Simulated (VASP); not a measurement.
Set up this calculation in VASP 6.6.1, as the native input.

```yaml
Task: relaxation of cell and atoms
Functional: LDA
Potentials_or_basis: VASP PAW LDA potentials, release 64 (Ti_sv, N)
Cutoff: 600 eV
k_mesh: 8 × 8 × 8
Occupations: gaussian, width 0.1 eV
Spin: no spin polarisation
Dipole_correction: no
Further_INCAR_settings: ALGO = Normal; EDIFF = 1e-07; IBRION = 2; EDIFFG = -0.05; NSW = 100; ISIF = 3
```

The structure of TiN lies in POSCAR:

```
TiN
1.0
    0.0000000000      2.1206234500      2.1206234500
    2.1206234500      0.0000000000      2.1206234500
    2.1206234500      2.1206234500      0.0000000000
Ti N
1 1
Direct
    0.0000000000      0.0000000000      0.0000000000
    0.5000000000      0.5000000000      0.5000000000
```

The input as run:

INCAR

```
SYSTEM = TiN
PREC     = Accurate       ! precision mode
ENCUT    = 600            ! plane-wave cutoff, eV
EDIFF    = 1E-7           ! SCF threshold, eV
ISMEAR   = 0              ! smearing method
SIGMA    = 0.1            ! smearing width, eV
LREAL    = .False.        ! projectors in reciprocal space
LASPH    = .True.         ! aspherical terms in the spheres
NELM     = 80             ! most SCF steps
ALGO     = Normal         ! electronic algorithm
ISIF     = 3              ! what is computed and relaxed
LWAVE    = .False.        ! write WAVECAR
LCHARG   = .False.        ! write CHGCAR
GGA      = CA             ! functional
IBRION   = 2              ! ionic algorithm
NSW      = 100            ! ionic steps
EDIFFG   = -0.05          ! ionic threshold
```

KPOINTS

```
regular mesh
0
Gamma
  8 8 8
  0 0 0
```

Potentials or basis: VASP PAW LDA potentials, release 64 (Ti_sv, N).

The run is started by

```sh
$ cat potpaw_LDA.64/Ti_sv/POTCAR potpaw_LDA.64/N/POTCAR > POTCAR
$ mpirun -np 1 vasp_std > vasp.out
```

Results of the run:

The relaxed volume is 9.12 Å³/atom and the relaxed cell is a = 2.954 Å, b = 2.954 Å, c = 2.954 Å, α = 60.00°, β = 60.00°, γ = 60.00°. The space group after relaxing (to 0.1 Å) is Fm-3m (No. 225) and the energy gained by relaxing is 18.4 meV/atom. The ionic steps are 3, the pressure after relaxing is -0.3 GPa and the band gap on the k mesh is zero (an odd number of electrons rules out a gap without spin polarisation).

It took 24 s on 1 thread of Intel Xeon 8259CL, with other jobs on the host, peak memory 0.14 GiB.
